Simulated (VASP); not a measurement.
# GaO (P6_3/mmc) in VASP: notebook, part 2 of 2

VASP 6.6.1. The steps go on from the part before.

## 4. Single point, PBE

This run uses another cell than the first one, of 14.46 Å³/atom.

File INCAR:

```
PREC = Accurate ; ENCUT = 520
EDIFF = 1E-6 ; ISMEAR = 0
SIGMA = 0.02 ; LREAL = F
LASPH = T ; NELM = 60
ALGO = Normal ; ISIF = 2
LWAVE = F ; LCHARG = F
GGA = PE ; NBANDS = 48
```

File KPOINTS:

```
regular mesh
0
Gamma
  12 12 2
```

File POSCAR:

```
GaO
1.0
    3.1050994291      0.0000000000      0.0000000000
   -1.5525497146      2.6890949869      0.0000000000
    0.0000000000      0.0000000000     13.8555721528
Ga O
4 4
Direct
    0.3333333333      0.6666666667      0.1595966116
    0.6666666667      0.3333333333      0.6595966116
    0.3333333333      0.6666666667      0.3404033884
    0.6666666667      0.3333333333      0.8404033884
    0.3333333333      0.6666666667      0.6071013579
    0.6666666667      0.3333333333      0.1071013579
    0.3333333333      0.6666666667      0.8928986421
    0.6666666667      0.3333333333      0.3928986421
```

Potentials or basis: VASP PAW PBE potentials, release 64 (Ga_d, O).

Command:

```bash
$ cat potpaw_PBE.64/Ga_d/POTCAR potpaw_PBE.64/O/POTCAR > POTCAR
$ mpirun -np 1 vasp_std > vasp.out
```

OUTCAR:

```text
PREC = Accurate
   ENCUT = 520
   EDIFF = 1E-6
   ISMEAR = 0
   LREAL = F
   LASPH = T
   NELM = 60
   ISIF = 2
   GGA = PE

 ion  position               nearest neighbor table
   1  0.333  0.667  0.160-   6 1.93   6 1.93   6 1.93   3 2.51
   2  0.667  0.333  0.660-   5 1.93   5 1.93   5 1.93   4 2.51
   3  0.333  0.667  0.340-   8 1.93   8 1.93   8 1.93   1 2.51
   4  0.667  0.333  0.840-   7 1.93   7 1.93   7 1.93   2 2.51
   5  0.333  0.667  0.607-   2 1.93   2 1.93   2 1.93
   6  0.667  0.333  0.107-   1 1.93   1 1.93   1 1.93
   7  0.333  0.667  0.893-   4 1.93   4 1.93   4 1.93
   8  0.667  0.333  0.393-   3 1.93   3 1.93   3 1.93

  LATTYP: Found a hexagonal cell.
 ALAT       =     3.1050994291
 C/A-ratio  =     4.4621991885

  Lattice vectors:

 A1 = (   3.1050994291,   0.0000000000,   0.0000000000)
 A2 = (  -1.5525497146,   2.6890949869,   0.0000000000)
 A3 = (   0.0000000000,   0.0000000000,  13.8555721528)

Analysis of symmetry for initial positions (statically):
=====================================================================
[... 194 lines left out ...]
 k-point     1 :       0.0000    0.0000    0.0000
  band No.  band energies     occupation
      1     -16.1170      2.00000
      2     -16.0497      2.00000
      3     -16.0411      2.00000
      4     -15.9726      2.00000
      5     -11.1022      2.00000
      6     -11.1022      2.00000
[... 1213 lines left out ...]
     47      12.2922      0.00000
     48      12.3156      0.00000

 [... further k-points ...]

------------------------ aborting loop because EDIFF is reached ----------------------------------------

  FORCE on cell =-STRESS in cart. coord.  units (eV):
  Direction    XX          YY          ZZ          XY          YZ          ZX
  --------------------------------------------------------------------------------------
  -------------------------------------------------------------------------------------
  Total        0.4512665      0.4512665      0.1068054     -0.0000000      0.0000000      0.0000000
  in kB        6.2493886      6.2493886      1.4791010     -0.0000000      0.0000000      0.0000000
  external PRESSURE =       4.6592927 kB  Pullay stress =       0.0000000 kB

 VOLUME and BASIS-vectors are now :
 -----------------------------------------------------------------------------
  energy-cutoff  :      520.00
  volume of cell :      115.69
      direct lattice vectors                 reciprocal lattice vectors
     3.105099429  0.000000000  0.000000000     0.322050879  0.185936162  0.000000000
    -1.552549715  2.689094987  0.000000000     0.000000000  0.371872323  0.000000000
     0.000000000  0.000000000 13.855572153     0.000000000  0.000000000  0.072173129

 POSITION                                       TOTAL-FORCE (eV/Angst)
 -----------------------------------------------------------------------------------
     -0.00000      1.79273      2.21130        -0.000000     -0.000000      0.043239
      1.55255      0.89636      9.13909        -0.000000     -0.000000      0.043239
     -0.00000      1.79273      4.71648         0.000000      0.000000     -0.043239
      1.55255      0.89636     11.64427        -0.000000      0.000000     -0.043239
     -0.00000      1.79273      8.41174         0.000000     -0.000000     -0.047398
      1.55255      0.89636      1.48395        -0.000000      0.000000     -0.047398
     -0.00000      1.79273     12.37162         0.000000     -0.000000      0.047398
      1.55255      0.89636      5.44384         0.000000      0.000000      0.047398
 -----------------------------------------------------------------------------------
    total drift:                               -0.000000      0.000000     -0.000000

  FREE ENERGIE OF THE ION-ELECTRON SYSTEM (eV)
  ---------------------------------------------------
  free  energy   TOTEN  =       -42.9573207520 eV

  energy  without entropy=      -42.9573207520  energy(sigma->0) =      -42.95732075
```

stdout:

```text
POSCAR found type information on POSCAR GaO
 POSCAR found :  2 types and       8 ions
 scaLAPACK will be used
 LDA part: xc-table for (Slater+PW92), standard interpolation
 POSCAR, INCAR and KPOINTS ok, starting setup
 FFT: planning ... GRIDC
 FFT: planning ... GRID_SOFT
 FFT: planning ... GRID
 WAVECAR not read
 entering main loop
```

Run time: 6.5 min. Hardware: 1 thread of AMD EPYC 7R13, shared host; peak memory 0.29 GiB.

What came out:

- Free energy: -42.9573 eV
- Pressure: 0.5 GPa
- Largest force: 0.047 eV/Å
- Band gap on the k mesh: 1.18 eV (least direct gap 1.34 eV)

Forces on the atoms (eV/Å):
```
Ga   0.000  0.000  0.043
Ga   0.000  0.000  0.043
Ga   0.000  0.000 -0.043
Ga   0.000  0.000 -0.043
O    0.000  0.000 -0.047
O    0.000  0.000 -0.047
O    0.000  0.000  0.047
O    0.000  0.000  0.047
```

Stress tensor (GPa, compression positive):
```
0.62 0.00 0.00
0.00 0.62 0.00
0.00 0.00 0.15
```

A k mesh can miss the band edges.

## 5. Single point, PBE

This run uses another cell than the first one, of 14.52 Å³/atom.

File INCAR:

```
SYSTEM = GaO
PREC = Accurate ; ENCUT = 520
EDIFF = 1E-6 ; ISMEAR = 0
SIGMA = 0.01 ; LREAL = .FALSE.
LASPH = .TRUE. ; NELM = 60
ALGO = Normal ; ISIF = 2
LWAVE = .FALSE. ; LCHARG = .FALSE.
GGA = PE ; NBANDS = 48
```

File KPOINTS:

```
Automatic mesh
0
G
  12 12 2
  0 0 0
```

File POSCAR:

```
GaO
1.0
    3.1046628422      0.0000000000      0.0000000000
   -1.5523314211      2.6887168915      0.0000000000
    0.0000000000      0.0000000000     13.9146020461
Ga O
4 4
Direct
    0.3333333333      0.6666666667      0.1599723229
    0.6666666667      0.3333333333      0.6599723229
    0.3333333333      0.6666666667      0.3400276771
    0.6666666667      0.3333333333      0.8400276771
    0.3333333333      0.6666666667      0.6076662275
    0.6666666667      0.3333333333      0.1076662275
    0.3333333333      0.6666666667      0.8923337725
    0.6666666667      0.3333333333      0.3923337725
```

Potentials or basis: VASP PAW PBE potentials, release 64 (Ga_d, O).

Command:

```bash
$ cat potpaw_PBE.64/Ga_d/POTCAR potpaw_PBE.64/O/POTCAR > POTCAR
$ mpirun -np 1 vasp_std > vasp.out
```

OUTCAR:

```text
SYSTEM = GaO
   PREC = Accurate
   ENCUT = 520
   EDIFF = 1E-6
   ISMEAR = 0
   LREAL = .FALSE.
   LASPH = .TRUE.
   NELM = 60
   ISIF = 2
   GGA = PE

 ion  position               nearest neighbor table
   1  0.333  0.667  0.160-   6 1.93   6 1.93   6 1.93   3 2.51
   2  0.667  0.333  0.660-   5 1.93   5 1.93   5 1.93   4 2.51
   3  0.333  0.667  0.340-   8 1.93   8 1.93   8 1.93   1 2.51
   4  0.667  0.333  0.840-   7 1.93   7 1.93   7 1.93   2 2.51
   5  0.333  0.667  0.608-   2 1.93   2 1.93   2 1.93
   6  0.667  0.333  0.108-   1 1.93   1 1.93   1 1.93
   7  0.333  0.667  0.892-   4 1.93   4 1.93   4 1.93
[... 1440 lines left out ...]
  Total        0.4528753      0.4528753      0.0853683      0.0000000      0.0000000      0.0000000
  in kB        6.2468189      6.2468189      1.1775437      0.0000000      0.0000000      0.0000000
  external PRESSURE =       4.5570605 kB  Pullay stress =       0.0000000 kB

 VOLUME and BASIS-vectors are now :
 -----------------------------------------------------------------------------
  energy-cutoff  :      520.00
  volume of cell :      116.15
      direct lattice vectors                 reciprocal lattice vectors
     3.104662842  0.000000000  0.000000000     0.322096167  0.185962308  0.000000000
    -1.552331421  2.688716891  0.000000000     0.000000000  0.371924617  0.000000000
     0.000000000  0.000000000 13.914602046     0.000000000  0.000000000  0.071866949

 POSITION                                       TOTAL-FORCE (eV/Angst)
 -----------------------------------------------------------------------------------
     -0.00000      1.79248      2.22595         0.000000     -0.000000      0.043688
      1.55233      0.89624      9.18325         0.000000      0.000000      0.043688
     -0.00000      1.79248      4.73135         0.000000     -0.000000     -0.043688
      1.55233      0.89624     11.68865        -0.000000      0.000000     -0.043688
     -0.00000      1.79248      8.45543        -0.000000     -0.000000     -0.047779
      1.55233      0.89624      1.49813         0.000000      0.000000     -0.047779
     -0.00000      1.79248     12.41647        -0.000000     -0.000000      0.047779
      1.55233      0.89624      5.45917         0.000000      0.000000      0.047779
 -----------------------------------------------------------------------------------
    total drift:                               -0.000000      0.000000     -0.000000

  FREE ENERGIE OF THE ION-ELECTRON SYSTEM (eV)
  ---------------------------------------------------
  free  energy   TOTEN  =       -42.9573790078 eV

  energy  without entropy=      -42.9573790078  energy(sigma->0) =      -42.95737901
```

OSZICAR:

```text
N       E                     dE             d eps       ncg     rms          rms(c)
DAV:   1     0.913258438616E+03    0.91326E+03   -0.35401E+04  4232   0.277E+03
DAV:   2     0.141559509839E+03   -0.77170E+03   -0.72562E+03  3728   0.746E+02
DAV:   3    -0.352175075615E+02   -0.17678E+03   -0.17148E+03  4288   0.230E+02
DAV:   4    -0.488714773584E+02   -0.13654E+02   -0.13517E+02  4680   0.690E+01
DAV:   5    -0.492482362811E+02   -0.37676E+00   -0.37625E+00  4376   0.116E+01    0.148E+01
DAV:   6    -0.430176997411E+02    0.62305E+01   -0.24719E+01  6224   0.476E+01    0.541E+00
DAV:   7    -0.430001589103E+02    0.17541E-01   -0.29078E+00  3872   0.108E+01    0.332E+00
DAV:   8    -0.429872072196E+02    0.12952E-01   -0.75451E-01  5504   0.526E+00    0.125E+00
DAV:   9    -0.429548615185E+02    0.32346E-01   -0.15264E-01  4912   0.405E+00    0.200E-01
DAV:  10    -0.429568925166E+02   -0.20310E-02   -0.16997E-02  4080   0.806E-01    0.700E-02
DAV:  11    -0.429574042504E+02   -0.51173E-03   -0.18130E-03  4968   0.327E-01    0.620E-02
DAV:  12    -0.429573825113E+02    0.21739E-04   -0.18099E-04  4704   0.811E-02    0.275E-02
DAV:  13    -0.429573790242E+02    0.34871E-05   -0.75290E-05  4456   0.421E-02    0.527E-03
DAV:  14    -0.429573790078E+02    0.16465E-07   -0.94593E-06  4208   0.224E-02
   1 F= -.42957379E+02 E0= -.42957379E+02  d E =-.402100E-14
```

stdout:

```text
POSCAR found type information on POSCAR GaO
 POSCAR found :  2 types and       8 ions
 scaLAPACK will be used
 LDA part: xc-table for (Slater+PW92), standard interpolation
 POSCAR, INCAR and KPOINTS ok, starting setup
 FFT: planning ... GRIDC
 FFT: planning ... GRID_SOFT
 FFT: planning ... GRID
 WAVECAR not read
 entering main loop
```

It took 7 min on 1 thread of AMD EPYC 7R13, shared host; peak memory 0.29 GiB.

Results:

```yaml
Free_energy: -42.9574 eV
Pressure: 0.5 GPa
Largest_force: 0.048 eV/Å
Band_gap_on_the_k_mesh: 1.19 eV (least direct gap 1.36 eV)
```

Forces in eV/Å, atoms in the order of the input:
```
Ga   0.000  0.000  0.044
Ga   0.000  0.000  0.044
Ga   0.000  0.000 -0.044
Ga   0.000  0.000 -0.044
O    0.000  0.000 -0.048
O    0.000  0.000 -0.048
O    0.000  0.000  0.048
O    0.000  0.000  0.048
```

A k mesh can miss the band edges.

## 6. Summary

| cell | k mesh | smearing | gap on the mesh (eV) | pressure (GPa) | largest force (eV/Å) |
| --- | --- | --- | --- | --- | --- |
| a = 3.061, b = 3.061, c = 11.535 Å, angles 90.0, 90.0, 120.0°, 8 atoms, atomic positions A | 12 × 12 × 4 | gaussian 0.01 eV | 1.01 | 15.5 | 0.05 |
| a = 3.107, b = 3.107, c = 13.439 Å, angles 90.0, 90.0, 120.0°, 8 atoms, atomic positions B | 6 × 6 × 2 | gaussian 0.1 eV | 1.09 | 0.7 | 0.05 |
| a = 3.105, b = 3.105, c = 13.856 Å, angles 90.0, 90.0, 120.0°, 8 atoms, atomic positions C | 12 × 12 × 2 | gaussian 0.02 eV | 1.18 | 0.5 | 0.05 |
| a = 3.105, b = 3.105, c = 13.915 Å, angles 90.0, 90.0, 120.0°, 8 atoms, atomic positions D | 12 × 12 × 2 | gaussian 0.01 eV | 1.19 | 0.5 | 0.05 |

Alike in all rows: task single point; level PBE; potentials or basis VASP PAW PBE potentials, release 64 (Ga_d, O); no spin polarisation; cutoff (eV) 520.

Caveats: the cell stands under pressure (at least some runs).

Absolute energies hang on the potentials; compare differences alone.
